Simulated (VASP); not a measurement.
**Ge: single point with PBEsol**

Crystal: Ge.

```
Ge
1.0
     4.05692    0.00000    0.00000
    -2.02846    3.51340    0.00000
     0.00000    0.00000    6.69531
Ge
4
Direct
  0.66667 0.33333 0.06291
  0.33333 0.66667 0.56291
  0.66667 0.33333 0.43709
  0.33333 0.66667 0.93709
```

This cell differs from its parent crystal: strain +0.015 along x and y, +0.015 along z.

```yaml
Program: VASP 6.6.1
Task: single point
Functional: PBEsol
Potentials_or_basis: VASP PAW PBE potentials, release 64 (Ge_d)
Cutoff: 520 eV
k_mesh: 12 × 12 × 8
Occupations: gaussian, width 0.15 eV
Spin: no spin polarisation
Dipole_correction: no
Further_INCAR_settings: ALGO = Normal; EDIFF = 1e-06; NBANDS = 36
```

The pressure is -2.8 GPa and the largest force is 0.019 eV/Å. The band gap on the k mesh is zero (bands 28 and 29 overlap by 0.07 eV).

Forces on the atoms (eV/Å):
```
Ge   0.000  0.000 -0.019
Ge   0.000  0.000 -0.019
Ge   0.000  0.000  0.019
Ge   0.000  0.000  0.019
```

Levels at points of the mesh, in eV from the Fermi level:
| k point | band 24 | band 25 | band 26 | band 27 | band 28 | band 29 | band 30 | band 31 | band 32 | band 33 |
| --- | --- | --- | --- | --- | --- | --- | --- | --- | --- | --- |
| (0.00, 0.00, 0.00) | -1.43 | -1.43 | -0.45 | -0.26 | -0.17 | 0.10 | 0.10 | 2.22 | 2.22 | 2.68 |
| (0.50, 0.00, 0.00) | -6.67 | -4.40 | -2.94 | -2.70 | -1.39 | 0.49 | 1.46 | 3.47 | 3.64 | 4.19 |
| (0.00, 0.00, 0.50) | -4.79 | -0.83 | -0.83 | -0.83 | -0.83 | 0.49 | 0.49 | 3.29 | 3.29 | 3.29 |
| (0.50, 0.00, 0.50) | -7.73 | -2.47 | -2.47 | -2.31 | -2.31 | 0.42 | 0.42 | 2.07 | 2.07 | 5.93 |

Wall time 7 min on 1 thread of Intel Xeon 8259CL (shared host), peak memory 0.36 GiB.

Caveat: the cell differs from its parent crystal (strain +0.015 along x and y, +0.015 along z); semilocal functionals underestimate gaps, so a narrow gap can read as zero; the PAW data sets were made with another functional, which shifts forces and pressure a little.
